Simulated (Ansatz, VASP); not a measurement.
Sn4O7: VASP beside Ansatz

```
CELL_PARAMETERS angstrom
3.21207 0.00000 0.00000
0.00000 6.74434 0.00000
0.00000 0.00000 25.11651
ATOMIC_POSITIONS crystal
Sn 0.00000 0.50000 0.29861
Sn 0.50000 0.00000 0.29861
Sn 0.00000 0.00000 0.43287
Sn 0.50000 0.50000 0.43287
Sn 0.00000 0.50000 0.56713
Sn 0.50000 0.00000 0.56713
Sn 0.00000 0.00000 0.70139
Sn 0.50000 0.50000 0.70139
O 0.50000 0.30628 0.29861
O 0.50000 0.69372 0.29861
O 0.00000 0.00000 0.35063
O 0.00000 0.50000 0.38085
O 0.50000 0.80628 0.43287
O 0.50000 0.19372 0.43287
O 0.00000 0.50000 0.48489
O 0.00000 0.00000 0.51511
O 0.50000 0.30628 0.56713
O 0.50000 0.69372 0.56713
O 0.00000 0.00000 0.61915
O 0.00000 0.50000 0.64937
O 0.50000 0.80628 0.70139
O 0.50000 0.19372 0.70139
```

Alike in both runs: task single point; functional PBEsol; k mesh 4 × 2 × 1; occupations gaussian, width 0.05 eV; no spin polarisation.

```csv
,VASP,Ansatz
version,VASP 6.6.1,Ansatz 0.2.0
potentials or method,"VASP PAW PBE potentials, release 64 (Sn_d, O), cutoff 520 eV","scalar-relativistic, plane waves, PAW"
valence electrons in the cell,196,196
```

|  | VASP | Ansatz | Ansatz less VASP |
| --- | --- | --- | --- |
| gap on the k mesh at the Fermi level (eV) | none | none | - |
| rms of the force components (eV/Å) | 0.549 | 0.555 | +0.0056 |

VASP's potentials were made for PBE, not for PBEsol. A gap of «none» marks a metal or a gap that the smearing closes. The functional is the same, so the differences come from potentials, cutoffs and numerics.

The k mesh is coarse, so the values compare programs but aren't converged.
